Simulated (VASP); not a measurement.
# CdS (R3m) in VASP: single point with PBEsol

Aim: the single point of CdS with PBEsol.

Everything below comes from runs of VASP 6.6.1. Logs are shortened: lines on timing, memory, paths and dates and some standing lists are left out, and cuts for length are marked.

### Step 1. The cell of the first run

It takes space group R3m (No. 160, trigonal). The conventional cell has a = 4.013 Å, b = 4.013 Å, c = 10.405 Å, α = 90.00°, β = 90.00°, γ = 120.00°. Within 3.3 Å of S (site symmetry 3m) lie 4 Cd at 2.47 to 2.60 Å. Cd (site symmetry 3m) has 4 S at 2.47 to 2.60 Å within 3.3 Å.

### Step 2. Single point, PBEsol

The input, INCAR:

```
  ALGO = Normal
  EDIFF = 1E-6
  ENCUT = 520
  GGA = PS
  ISIF = 2
  ISMEAR = 0
  ISYM = 0
  LASPH = T
  LCHARG = T
  LELF = T
  LREAL = F
  LVHAR = T
  LWAVE = F
  NBANDS = 16
  NELM = 100
  PREC = Accurate
  SIGMA = 0.1
```

The input, KPOINTS:

```
k-points
0
Gamma
  9 9 10
```

The input, POSCAR:

```
CdS
1.0
    4.0133694111      0.0000000000      0.0000000000
   -2.0066847056      3.4756798648      0.0000000000
    2.0066847056      1.1585599549      3.4684033040
S Cd
1 1
Direct
    0.0000000000      0.5000000000      0.5000000000
    0.5000000000      0.2500000000      0.2500000000
```

Potentials or basis: VASP PAW PBE potentials, release 64 (S, Cd).

Launch:

```console
cat potpaw_PBE.64/S/POTCAR potpaw_PBE.64/Cd/POTCAR > POTCAR
mpirun -np 1 vasp_std > vasp.out
```

OUTCAR:

```text
EDIFF = 1E-6
   ENCUT = 520
   GGA = PS
   ISIF = 2
   ISMEAR = 0
   ISYM = 0
   LASPH = T
   LREAL = F
   NELM = 100
   PREC = Accurate

 ion  position               nearest neighbor table
   1  0.000  0.500  0.500-   2 2.47   2 2.47   2 2.47   2 2.60
   2  0.500  0.250  0.250-   1 2.47   1 2.47   1 2.47   1 2.60

IMPORTANT INFORMATION: All symmetrisations will be switched off!
NOSYMM: (Re-)initialisation of all symmetry stuff for point group C_1.

----------------------------------------------------------------------------------------

                                     Primitive cell

  volume of cell :      48.3814

  direct lattice vectors                    reciprocal lattice vectors
     4.013369411  0.000000000  0.000000000     0.249167195  0.143856747 -0.192211403
    -2.006684706  3.475679865  0.000000000     0.000000000  0.287713495 -0.096105702
     2.006684706  1.158559955  3.468403304     0.000000000  0.000000000  0.288317105

  length of vectors
     4.013369411  4.013369411  4.171194812     0.346011963  0.303340338  0.288317105

  position of ions in fractional coordinates (direct lattice)
     0.000000000  0.500000000  0.500000000
     0.500000000  0.250000000  0.250000000

  ion indices of the primitive-cell ions
   primitive index   ion index
                 1           1
                 2           2

----------------------------------------------------------------------------------------

 KPOINTS: k-points

Automatic generation of k-mesh.
 Grid dimensions read from file:
 generate k-points for:    9    9   10

 Generating k-lattice:

  Cartesian coordinates                     Fractional coordinates (reciprocal lattice)
     0.027685244  0.015984083 -0.021356823     0.111111111  0.000000000  0.000000000
     0.000000000  0.031968166 -0.010678411     0.000000000  0.111111111 -0.000000000
     0.000000000  0.000000000  0.028831711     0.000000000  0.000000000  0.100000000

  Length of vectors
     0.038445774  0.033704482  0.028831711

  Shift w.r.t. Gamma in fractional coordinates (k-lattice)
     0.000000000  0.000000000  0.000000000

 -----------------------------------------------------------------------------
|                                                                             |
|           W    W    AA    RRRRR   N    N  II  N    N   GGGG   !!!           |
|           W    W   A  A   R    R  NN   N  II  NN   N  G    G  !!!           |
|           W    W  A    A  R    R  N N  N  II  N N  N  G       !!!           |
|           W WW W  AAAAAA  RRRRR   N  N N  II  N  N N  G  GGG   !            |
|           WW  WW  A    A  R   R   N   NN  II  N   NN  G    G                |
|           W    W  A    A  R    R  N    N  II  N    N   GGGG   !!!           |
|                                                                             |
|     Your reciprocal lattice and k-lattice belong to different lattice       |
|     classes:                                                                |
|                                                                             |
|        The reciprocal lattice is rhombohedral (trigonal),                   |
|        whereas your k-lattice is base-centered monoclinic.                  |
|                                                                             |
|     Results are often still useful ...                                      |
|                                                                             |
 -----------------------------------------------------------------------------

 WARNING: IBZKPT: internal override: KBLOWUP is changed to .FALSE.
      ... skipping the blow-up phase ...

 Subroutine IBZKPT returns following result:
 ===========================================

 Found    406 irreducible k-points:

 Following reciprocal coordinates:
            Coordinates               Weight
  0.000000  0.000000  0.000000      1.000000
  0.111111  0.000000  0.000000      2.000000
  0.222222 -0.000000  0.000000      2.000000
  0.333333  0.000000  0.000000      2.000000
  0.444444 -0.000000  0.000000      2.000000
  0.000000  0.111111 -0.000000      2.000000
[... 16 lines left out ...]
 -0.111111  0.222222  0.000000      2.000000
  0.000000  0.333333 -0.000000      2.000000
 [... further k-points ...]
   k-points           NKPTS =    406   k-points in BZ     NKDIM =    406   number of bands    NBANDS=     16
   number of dos      NEDOS =    301   number of ions     NIONS =      2
   total plane-waves  NPLWV =  28800
   dimension x,y,z NGX =    30 NGY =   30 NGZ =   32
   dimension x,y,z NGXF=    60 NGYF=   60 NGZF=   64
   ions per type =               1   1
   NGX,Y,Z   is equivalent  to a cutoff of  12.43, 12.43, 12.75 a.u.
   NGXF,Y,Z  is equivalent  to a cutoff of  24.85, 24.85, 25.51 a.u.
 SYSTEM =  unknown system
   PREC   = accura    normal or accurate (medium, high low for compatibility)
   ISTART =      0    job   : 0-new  1-cont  2-samecut
   ICHARG =      2    charge: 1-file 2-atom 10-const
   ISPIN  =      1    spin polarized calculation?
   LNONCOLLINEAR =      F non collinear calculations
   LSORBIT =      F    spin-orbit coupling
   LASPH  =      T    aspherical Exc in radial PAW
   ENCUT  =  520.0 eV  38.22 Ry    6.18 a.u.   7.46  7.46  7.76*2*pi/ulx,y,z
   NELM   =    100;   NELMIN=  2; NELMDL= -5     # of ELM steps
   EDIFF  = 0.1E-05   stopping-criterion for ELM
   LREAL  =      F    real-space projection
   EDIFFG = 0.1E-04   stopping-criterion for IOM
   NSW    =      0    number of steps for IOM
   IBRION =     -1    ionic relax: 0-MD 1-quasi-New 2-CG
   NFREE  =      0    steps in history (QN), initial steepest desc. (CG)
   ISIF   =      2    stress and relaxation
   ISYM   =      0    0-nonsym 1-usesym 2-fastsym
   POTIM  = 0.5000    time-step for ionic-motion
   TEBEG  =    0.0;   TEEND  =   0.0 temperature during run
   PSTRESS=    0.0 pullay stress
   NELECT =      18.0000    total number of electrons
   NUPDOWN=      -1.0000    fix difference up-down
   EMIN   =  10.00;   EMAX   =-10.00  energy-range for DOS
   EFERMI =   0.00;   METHOD = LEGACY
   ISMEAR =     0;   SIGMA  =   0.10  broadening in eV -4-tet -1-fermi 0-gaus
   EFERMI_NEDOS =   21; number of points for ismear=-14 and -15
   IALGO  =     38    algorithm
   IMIX   =      4    mixing-type and parameters
     AMIX     =   0.40;   BMIX     =  1.00
     AMIX_MAG =   1.60;   BMIX_MAG =  1.00
  volume/ion in A,a.u.               =      24.19       163.25
  Fermi-wavevector in a.u.,A,eV,Ry     =   1.177442  2.225043 18.862702  1.386370
  Thomas-Fermi vector in A             =   2.313788
   LORBIT       =      0    0 simple, 1 ext, 2 COOP (PROOUT), +10 PAW based schemes
   GGA     = PS    functional components
   LHFCALC =     F    Hartree Fock is set to
   AEXX    =    0.0000 exact exchange contribution
   IVDW    =     0    specifies the selected vdW correction
   LEPSILON=     F    determine dielectric tensor
   LRPA    =     F    only Hartree local field effects (RPA)
 non-spin polarized calculation
 Gauss-broadening in eV      SIGMA  =   0.10
  energy-cutoff  :      520.00
  volume of cell :       48.38
 maximum number of plane-waves:      1326
 NGX is ok and might be reduce to    30
   NGX = 15   NGY = 15   NGZ = 15

 number of electron      17.9999999 magnetization

 Free energy of the ion-electron system (eV)
  ---------------------------------------------------
  ext. energy  EPLUGINS =         0.00000000
  ---------------------------------------------------
  free energy    TOTEN  =        -6.77014528 eV

  energy without entropy =       -6.77014528  energy(sigma->0) =       -6.77014528

 E-fermi :   1.9658     XC(G=0):  -9.4960

 val. band max:        1.5030369108   @ k =   0.0000   0.0000   0.0000
 cond. band min:       2.4800639460   @ k =   0.0000   0.0000   0.0000
 fundamental gap:      0.9770270352
 Fermi energy:         1.9658369385

 k-point     1 :       0.0000    0.0000    0.0000
  band No.  band energies     occupation
      1     -11.1224      2.00000
      2      -6.4272      2.00000
      3      -6.4272      2.00000
      4      -6.3602      2.00000
      5      -5.8780      2.00000
      6      -5.8780      2.00000
[... 8 lines left out ...]
     15      12.9419      0.00000
     16      12.9419      0.00000

 k-point     2 :       0.1111    0.0000    0.0000
  band No.  band energies     occupation
      1     -11.0507      2.00000
      2      -6.3936      2.00000
      3      -6.3910      2.00000
      4      -6.3224      2.00000
      5      -5.8928      2.00000
      6      -5.8673      2.00000
[... 8 lines left out ...]
     15      13.0128      0.00000
     16      13.7912      0.00000

 k-point     3 :       0.2222   -0.0000    0.0000
  band No.  band energies     occupation
      1     -10.8689      2.00000
      2      -6.2934      2.00000
      3      -6.2870      2.00000
      4      -6.2178      2.00000
      5      -5.9087      2.00000
      6      -5.8399      2.00000
[... 8 lines left out ...]
     15      13.2234      0.00000
     16      15.6070      0.00000

 k-point     4 :       0.3333    0.0000    0.0000
  band No.  band energies     occupation
      1     -10.6643      2.00000
      2      -6.1845      2.00000
      3      -6.1705      2.00000
      4      -6.0913      2.00000
      5      -5.8076      2.00000
      6      -5.7733      2.00000
[... 8 lines left out ...]
     15      13.5200      0.00000
     16      16.6821      0.00000
[... 324 lines left out ...]
 k-point    22 :      -0.2222    0.2222    0.0000
  band No.  band energies     occupation
      1     -10.9232      2.00000
      2      -6.3506      2.00000
      3      -6.3103      2.00000
      4      -6.2189      2.00000
      5      -5.8815      2.00000
      6      -5.8749      2.00000
[... 8 lines left out ...]
     15      12.1173      0.00000
     16      12.7240      0.00000

 k-point    23 :      -0.1111    0.2222    0.0000
  band No.  band energies     occupation
      1     -10.9787      2.00000
      2      -6.3671      2.00000
      3      -6.3166      2.00000
      4      -6.3030      2.00000
      5      -5.8965      2.00000
      6      -5.8661      2.00000
[... 8 lines left out ...]
     15      12.2827      0.00000
     16      14.1535      0.00000

 k-point    24 :       0.0000    0.3333   -0.0000
  band No.  band energies     occupation
      1     -10.7606      2.00000
      2      -6.3000      2.00000
      3      -6.2645      2.00000
      4      -5.9241      2.00000
      5      -5.8585      2.00000
      6      -5.8553      2.00000
[... 8 lines left out ...]
     15      12.3248      0.00000
     16      12.7659      0.00000

 [... further k-points ...]

------------------------ aborting loop because EDIFF is reached ----------------------------------------

  FORCE on cell =-STRESS in cart. coord.  units (eV):
  Direction    XX          YY          ZZ          XY          YZ          ZX
  --------------------------------------------------------------------------------------
  -------------------------------------------------------------------------------------
  Total        1.2567724      1.2569718     -0.6045842     -0.0001796     -0.0000589     -0.0001062
  in kB       41.6187197     41.6253235    -20.0211426     -0.0059469     -0.0019518     -0.0035175
  external PRESSURE =      21.0743002 kB  Pullay stress =       0.0000000 kB

 VOLUME and BASIS-vectors are now :
 -----------------------------------------------------------------------------
  energy-cutoff  :      520.00
  volume of cell :       48.38
      direct lattice vectors                 reciprocal lattice vectors
     4.013369411  0.000000000  0.000000000     0.249167195  0.143856747 -0.192211403
    -2.006684706  3.475679865  0.000000000     0.000000000  0.287713495 -0.096105702
     2.006684706  1.158559955  3.468403304     0.000000000  0.000000000  0.288317105

 POSITION                                       TOTAL-FORCE (eV/Angst)
 -----------------------------------------------------------------------------------
      0.00000      2.31712      1.73420        -0.000001      0.000001      0.413786
      2.00668      1.15856      0.86710         0.000001     -0.000001     -0.413786
 -----------------------------------------------------------------------------------
    total drift:                                0.000027      0.000015     -0.000261

  FREE ENERGIE OF THE ION-ELECTRON SYSTEM (eV)
  ---------------------------------------------------
  free  energy   TOTEN  =        -6.7701452833 eV

  energy  without entropy=       -6.7701452833  energy(sigma->0) =       -6.77014528
```

It took 4.7 min on 1 thread of Intel Xeon Platinum 8259CL at 2.50GHz (Skylake/Cascade Lake), shared host; peak memory 0.42 GiB.

What came out:

```yaml
Free_energy: -6.7701 eV
Pressure: 2.1 GPa
Largest_force: 0.414 eV/Å
Band_gap_on_the_k_mesh: 0.98 eV
```

Forces in eV/Å, atoms in the order of the input:
```
S    0.000  0.000  0.414
Cd   0.000  0.000 -0.414
```

Stress tensor (GPa, compression positive):
```
 4.16  0.00  0.00
 0.00  4.16  0.00
 0.00  0.00 -2.00
```

Caveat: the PAW data sets were made with another functional, which shifts forces and pressure a little.
